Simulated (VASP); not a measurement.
# Al3H2: single point with PBE

Crystal: Al3H2.

```xyz
5
Lattice="2.9079 0.0000 0.0000 -1.4540 2.5183 0.0000 0.0000 0.0000 7.7651" Properties=species:S:1:pos:R:3 pbc="T T T"
Al    0.0000    0.0000    0.0000
Al    0.0000    1.6789    2.7428
Al    1.4540    0.8394    5.0223
H     0.0000    1.6789    6.9351
H     1.4540    0.8394    0.8300
```

This cell differs from its parent crystal: atoms taken out.

```yaml
Program: VASP 6.6.1
Task: single point
Functional: PBE
Potentials_or_basis: VASP PAW PBE potentials, release 64 (Al, H)
Cutoff: 520 eV
k_mesh: 6 × 6 × 2
Occupations: gaussian, width 0.2 eV
Spin: no spin polarisation
```

| Item | Value |
| --- | --- |
| Pressure | -0.2 GPa |
| Largest force | 0.014 eV/Å |
| Band gap on the k mesh | zero (an odd number of electrons rules out a gap without spin polarisation) |

Forces in eV/Å, atoms in the order of the input:
```
Al   0.000  0.000  0.000
Al   0.000  0.000 -0.014
Al   0.000  0.000  0.014
H    0.000  0.000 -0.007
H    0.000  0.000  0.007
```

Stress tensor (GPa, compression positive):
```
-0.37  0.00  0.00
 0.00 -0.37  0.00
 0.00  0.00  0.25
```

Levels at points of the mesh, in eV from the Fermi level:
```csv
k point,band 1,band 2,band 3,band 4,band 5,band 6,band 7,band 8,band 9,band 10
"(0.00, 0.00, 0.00)",-12.65,-9.52,-9.00,-3.24,-1.56,6.09,9.35,9.75,9.75,9.96
"(0.50, 0.00, 0.00)",-8.12,-6.75,-4.08,-3.96,-2.87,-2.66,1.96,3.01,3.72,4.27
"(0.00, 0.00, 0.50)",-12.56,-10.44,-6.91,-5.97,1.45,3.90,8.10,9.89,9.95,9.95
"(0.50, 0.00, 0.50)",-8.09,-6.72,-4.55,-4.46,-1.98,-0.70,0.08,0.26,4.60,5.14
```

Run time: 5.8 s on 1 thread of Intel(R) Xeon(R) 6975P-C (Granite Rapids) (shared host), peak memory 0.17 GiB.

Caveat: the k points lie up to 0.42 Å⁻¹ apart, too coarse for converged energies and pressures of a metal; the cell differs from its parent crystal (atoms taken out).
